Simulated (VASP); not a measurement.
# AlSi16 (a cell with a defect) in VASP: single point with LDA

Aim: the single point of AlSi16 (a cell with a defect) with LDA.

Everything below comes from runs of VASP 6.6.1. Logs are shortened: lines on timing, memory, paths and dates and some standing lists are left out, and cuts for length are marked.

## 1. The cell of the first run

The cell holds a defect, 17 atoms: a = 7.679 Å, b = 7.679 Å, c = 7.679 Å, α = 60.00°, β = 60.00°, γ = 60.00°.

## 2. Single point, LDA, collinear spin, ferromagnetic start

File INCAR:

```
SYSTEM = AlSi16
PREC = Accurate
ENCUT = 520
EDIFF = 1E-6
ISMEAR = 0
SIGMA = 0.05
LREAL = Auto
LASPH = .TRUE.
NELM = 150
ALGO = Normal
ISIF = 2
LWAVE = .FALSE.
LCHARG = .FALSE.
ISPIN = 2
MAGMOM = 0 0 0 0 0 0 0 0 0 0 0 0 0 0 0 0 1
LORBIT = 11
NBANDS = 52
```

File KPOINTS:

```
Automatic mesh
0
G
  2 2 2
  0 0 0
```

File POSCAR:

```
AlSi16
1.0
    0.0000000000      5.4300000000      5.4300000000
    5.4300000000      0.0000000000      5.4300000000
    5.4300000000      5.4300000000      0.0000000000
Si Al
16 1
Direct
   -0.0023438866      0.0003946153      0.0011142441
    0.1273304349      0.1229791809      0.1236880039
    0.0050742843     -0.0135710535      0.5043576725
    0.1272888171      0.1229961976      0.6262697234
    0.0050426928      0.5036900207     -0.0127933296
    0.1273862199      0.6255740865      0.1236523782
    0.0050596980      0.5037213529      0.5043163171
    0.1260982940      0.6241860029      0.6250174144
    0.5021971884      0.0005803700      0.0013080241
    0.6263618810      0.1240220164      0.1250035057
    0.5021622242      0.0005455843      0.4963024796
    0.6244559987      0.1229097904      0.6264735456
    0.5022484024      0.4953336289      0.0013517442
    0.6244242803      0.6257654679      0.1235672194
    0.4882659072      0.5035816293      0.5041950066
    0.6244368724      0.6257275566      0.6265201493
    0.8760345910      0.3742737528      0.3749905013
```

Potentials or basis: VASP PAW LDA potentials, release 64 (Si, Al).

Launch:

```sh
$ cat potpaw_LDA.64/Si/POTCAR potpaw_LDA.64/Al/POTCAR > POTCAR
$ mpirun -np 1 vasp_std > vasp.out
```

OUTCAR:

```text
SYSTEM = AlSi16
   PREC = Accurate
   ENCUT = 520
   EDIFF = 1E-6
   ISMEAR = 0
   LREAL = Auto
   LASPH = .TRUE.
   NELM = 150
   ISIF = 2
   ISPIN = 2
   LORBIT = 11

 ion  position               nearest neighbor table
   1  0.998  0.000  0.001-  10 2.33   6 2.35   2 2.35   4 2.35
   2  0.127  0.123  0.124-   1 2.35   9 2.35   3 2.39   5 2.39  17 2.73
   3  0.005  0.986  0.504-   8 2.27  12 2.39   2 2.39   4 2.39  17 2.43
   4  0.127  0.123  0.626-   1 2.35  11 2.35   3 2.39   7 2.39  17 2.73
   5  0.005  0.504  0.987-   8 2.27  14 2.39   6 2.39   2 2.39  17 2.43
   6  0.127  0.626  0.124-   1 2.35  13 2.35   7 2.39   5 2.39  17 2.73
   7  0.005  0.504  0.504-   8 2.27  16 2.39   6 2.39   4 2.39  17 2.43
   8  0.126  0.624  0.625-  15 2.27   5 2.27   7 2.27   3 2.27
   9  0.502  0.001  0.001-  10 2.33  14 2.35  12 2.35   2 2.35
  10  0.626  0.124  0.125-   1 2.33  11 2.33   9 2.33  13 2.33
  11  0.502  0.001  0.496-  10 2.33  16 2.35  12 2.35   4 2.35
  12  0.624  0.123  0.626-  11 2.35   9 2.35   3 2.39  15 2.39  17 2.73
  13  0.502  0.495  0.001-  10 2.33  14 2.35  16 2.35   6 2.35
  14  0.624  0.626  0.124-   9 2.35  13 2.35   5 2.39  15 2.39  17 2.73
  15  0.488  0.504  0.504-   8 2.27  14 2.39  16 2.39  12 2.39  17 2.43
  16  0.624  0.626  0.627-  11 2.35  13 2.35   7 2.39  15 2.39  17 2.73
  17  0.876  0.374  0.375-  15 2.43   5 2.43   7 2.43   3 2.43   4 2.73   2 2.73   6 2.73  12 2.73
                            16 2.73  14 2.73

  LATTYP: Found a face centered cubic cell.
 ALAT       =    10.8600000000

  Lattice vectors:

 A1 = (   0.0000000000,   5.4300000000,   5.4300000000)
 A2 = (   5.4300000000,   0.0000000000,   5.4300000000)
 A3 = (   5.4300000000,   5.4300000000,   0.0000000000)

Analysis of symmetry for initial positions (statically):
=====================================================================
 Subroutine PRICEL returns:
 Original cell was already a primitive cell.

 Routine SETGRP: Setting up the symmetry group for a
 face centered cubic supercell.

 Subroutine GETGRP returns: Found  1 space group operations
 (whereof  1 operations were pure point group operations)
 out of a pool of 48 trial point group operations.

The static configuration has the point symmetry C_1 .

Analysis of symmetry for dynamics (positions and initial velocities):
=====================================================================
 Subroutine PRICEL returns:
 Original cell was already a primitive cell.

 Routine SETGRP: Setting up the symmetry group for a
 face centered cubic supercell.

 Subroutine GETGRP returns: Found  1 space group operations
[... 175 lines left out ...]
  ext. energy  EPLUGINS =         0.00000000
  ---------------------------------------------------
  free energy    TOTEN  =       -96.13435475 eV

  energy without entropy =      -96.12730240  energy(sigma->0) =      -96.13082858

 E-fermi :   6.7524     XC(G=0):  -9.8338

 val. band max:        6.7522693677   @ k =   0.0000   0.0000   0.0000
 cond. band min:       6.7524342295   @ k =   0.0000   0.0000   0.0000
 fundamental gap:      0.0001648619
 Fermi energy:         6.7523517453

 spin component 1

 k-point     1 :       0.0000    0.0000    0.0000
  band No.  band energies     occupation
      1      -6.0581      1.00000
      2      -3.5964      1.00000
      3      -3.5875      1.00000
      4      -3.5874      1.00000
      5      -3.5873      1.00000
      6      -2.4547      1.00000
[... 373 lines left out ...]
     44      10.2020      0.00000
     45      10.3610      0.00000
 Fermi energy:         6.7523517453

 spin component 2

 k-point     1 :       0.0000    0.0000    0.0000
  band No.  band energies     occupation
      1      -6.0581      1.00000
      2      -3.5964      1.00000
      3      -3.5875      1.00000
      4      -3.5874      1.00000
      5      -3.5873      1.00000
      6      -2.4547      1.00000
[... 373 lines left out ...]
     44      10.2021      0.00000
     45      10.3610      0.00000
 [bands above 45 left out]

------------------------ aborting loop because EDIFF is reached ----------------------------------------

  FORCE on cell =-STRESS in cart. coord.  units (eV):
  Direction    XX          YY          ZZ          XY          YZ          ZX
  --------------------------------------------------------------------------------------
  -------------------------------------------------------------------------------------
  Total        3.5645349      3.5648154      3.5631389     -0.0019100      0.0132030     -0.0173847
  in kB       17.8354457     17.8368492     17.8284610     -0.0095570      0.0660624     -0.0869858
  external PRESSURE =      17.8335853 kB  Pullay stress =       0.0000000 kB

 VOLUME and BASIS-vectors are now :
 -----------------------------------------------------------------------------
  energy-cutoff  :      520.00
  volume of cell :      320.21
      direct lattice vectors                 reciprocal lattice vectors
     0.000000000  5.430000000  5.430000000    -0.092081031  0.092081031  0.092081031
     5.430000000  0.000000000  5.430000000     0.092081031 -0.092081031  0.092081031
     5.430000000  5.430000000  0.000000000     0.092081031  0.092081031 -0.092081031

 POSITION                                       TOTAL-FORCE (eV/Angst)
 -----------------------------------------------------------------------------------
      0.00819      5.42332      5.41942         0.013702     -0.013584     -0.013038
      1.33940      1.36303      1.35918        -0.007433     -0.000013      0.001269
      8.09497      2.76622      5.38386         0.002524     -0.000136      0.006763
      4.06851      4.09182      1.35905        -0.000433      0.008658      0.001418
      8.09557      5.38791      2.76242         0.000554      0.008779     -0.002886
      4.06830      1.36314      4.08857        -0.001485      0.000341      0.006988
[... 9 lines left out ...]
      6.79971      6.79270      6.78839         0.000123     -0.001160     -0.000845
      4.06850      6.79307      6.78917         0.002222     -0.002517     -0.002374
 -----------------------------------------------------------------------------------
    total drift:                                0.002539     -0.003430      0.001108

  FREE ENERGIE OF THE ION-ELECTRON SYSTEM (eV)
  ---------------------------------------------------
  free  energy   TOTEN  =       -96.1343547537 eV

  energy  without entropy=      -96.1273023999  energy(sigma->0) =      -96.13082858

 total charge

# of ion       s       p       d       tot
------------------------------------------
    1        0.753   0.955   0.000   1.708
    2        0.750   0.936   0.000   1.686
    3        0.765   0.956   0.000   1.721
    4        0.750   0.936   0.000   1.686
    5        0.765   0.956   0.000   1.721
    6        0.750   0.936   0.000   1.686
[... 9 lines left out ...]
   16        0.750   0.936   0.000   1.686
   17        0.517   0.342   0.000   0.859
--------------------------------------------------
tot         12.604  15.570   0.000  28.173

 magnetization (x)

# of ion       s       p       d       tot
------------------------------------------
    1        0.000   0.000   0.000   0.000
    2        0.000  -0.000   0.000   0.000
    3       -0.000   0.000   0.000  -0.000
    4        0.000  -0.000   0.000   0.000
    5       -0.000   0.000   0.000  -0.000
    6        0.000  -0.000   0.000   0.000
[... 9 lines left out ...]
   16        0.000  -0.000   0.000   0.000
   17       -0.000  -0.000   0.000  -0.000
--------------------------------------------------
tot          0.000   0.000   0.000   0.000
```

OSZICAR:

```text
N       E                     dE             d eps       ncg     rms          rms(c)
DAV:   1     0.144785724342E+03    0.14479E+03   -0.25454E+04  1664   0.106E+03
DAV:   2    -0.843265039568E+02   -0.22911E+03   -0.21435E+03  2036   0.160E+02
DAV:   3    -0.980416359976E+02   -0.13715E+02   -0.13409E+02  2180   0.349E+01
DAV:   4    -0.983199452715E+02   -0.27831E+00   -0.27729E+00  2072   0.613E+00
DAV:   5    -0.983267669721E+02   -0.68217E-02   -0.68161E-02  2108   0.921E-01    0.148E+01
DAV:   6    -0.967808061568E+02    0.15460E+01   -0.11107E+00  1968   0.300E+00    0.889E+00
DAV:   7    -0.961277025368E+02    0.65310E+00   -0.14795E+00  2008   0.327E+00    0.124E+00
DAV:   8    -0.961354192658E+02   -0.77167E-02   -0.10115E-01  1992   0.108E+00    0.670E-01
DAV:   9    -0.961347158251E+02    0.70344E-03   -0.63710E-03  2052   0.264E-01    0.366E-01
DAV:  10    -0.961343063304E+02    0.40949E-03   -0.10964E-03  2040   0.967E-02    0.166E-01
DAV:  11    -0.961343329456E+02   -0.26615E-04   -0.22109E-04  1972   0.474E-02    0.713E-02
DAV:  12    -0.961343507830E+02   -0.17837E-04   -0.38872E-05  1992   0.214E-02    0.340E-02
DAV:  13    -0.961343546929E+02   -0.39099E-05   -0.50060E-06  2068   0.827E-03    0.108E-02
DAV:  14    -0.961343547537E+02   -0.60833E-07   -0.12427E-06  1152   0.359E-03
   1 F= -.96134355E+02 E0= -.96130829E+02  d E =-.705235E-02  mag=     0.0000
```

It took 3.2 min on 1 thread of Intel Xeon 6975P-C (Granite Rapids), shared host; peak memory 0.48 GiB.

Results:

```yaml
Free_energy: -96.1344 eV
Pressure: 1.8 GPa
Largest_force: 0.023 eV/Å
Net_moment: 0.00 μB per cell
Valence_electrons_inside_the_program's_atomic_spheres: Si 1.71, 1.69, 1.72, 1.76; Al 0.86
```

Forces on the atoms (eV/Å):
```
Si   0.014 -0.014 -0.013
Si  -0.007  0.000  0.001
Si   0.003  0.000  0.007
Si   0.000  0.009  0.001
Si   0.001  0.009 -0.003
Si  -0.001  0.000  0.007
Si  -0.009  0.000 -0.004
Si   0.006 -0.008 -0.001
Si   0.011  0.009  0.010
Si   0.005 -0.007 -0.002
Si  -0.010 -0.011  0.010
Si   0.001 -0.002 -0.003
Si  -0.010  0.009 -0.010
Si   0.001  0.001 -0.001
Si  -0.005  0.007  0.004
Si   0.000 -0.001 -0.001
Al   0.002 -0.003 -0.002
```

Levels at points of the mesh, in eV from the Fermi level:
Spin up:
| k point | band 31 | band 32 | band 33 | band 34 | band 35 | band 36 |
| --- | --- | --- | --- | --- | --- | --- |
| (0.00, 0.00, 0.00) | -0.67 | -0.67 | -0.66 | -0.20 | -0.19 | -0.19 |
| (0.50, 0.00, 0.00) | -1.31 | -1.31 | -0.58 | 0.23 | 0.56 | 0.56 |
| (0.00, 0.50, 0.00) | -1.31 | -1.31 | -0.58 | 0.23 | 0.56 | 0.56 |
| (0.00, 0.00, 0.50) | -1.31 | -1.31 | -0.58 | 0.23 | 0.56 | 0.56 |
| (0.50, 0.50, 0.50) | -1.31 | -1.31 | -0.58 | 0.23 | 0.56 | 0.56 |
| (0.50, 0.50, 0.00) | -1.93 | -1.81 | -0.22 | 0.21 | 1.12 | 1.42 |
| (0.00, 0.50, 0.50) | -1.93 | -1.81 | -0.22 | 0.21 | 1.12 | 1.42 |
| (0.50, 0.00, 0.50) | -1.93 | -1.81 | -0.23 | 0.21 | 1.12 | 1.42 |
Spin down:
```csv
k point,band 29,band 30,band 31,band 32,band 33,band 34,band 35,band 36,band 37,band 38
"(0.00, 0.00, 0.00)",-1.66,-1.65,-0.67,-0.67,-0.66,-0.20,-0.19,-0.19,0.00,0.00
"(0.50, 0.00, 0.00)",-1.49,-1.49,-1.31,-1.31,-0.58,0.23,0.56,0.56,0.88,0.88
"(0.00, 0.50, 0.00)",-1.49,-1.49,-1.31,-1.31,-0.58,0.23,0.56,0.56,0.88,0.88
"(0.00, 0.00, 0.50)",-1.49,-1.48,-1.31,-1.31,-0.58,0.23,0.56,0.56,0.88,0.88
"(0.50, 0.50, 0.50)",-1.49,-1.49,-1.31,-1.31,-0.58,0.23,0.56,0.56,0.88,0.88
"(0.50, 0.50, 0.00)",-2.06,-1.93,-1.93,-1.81,-0.22,0.21,1.12,1.42,1.42,1.47
"(0.00, 0.50, 0.50)",-2.06,-1.93,-1.93,-1.81,-0.23,0.21,1.12,1.42,1.42,1.47
"(0.50, 0.00, 0.50)",-2.06,-1.93,-1.93,-1.81,-0.23,0.21,1.12,1.42,1.42,1.47
```

Caveat: the k points lie up to 0.50 Å⁻¹ apart.
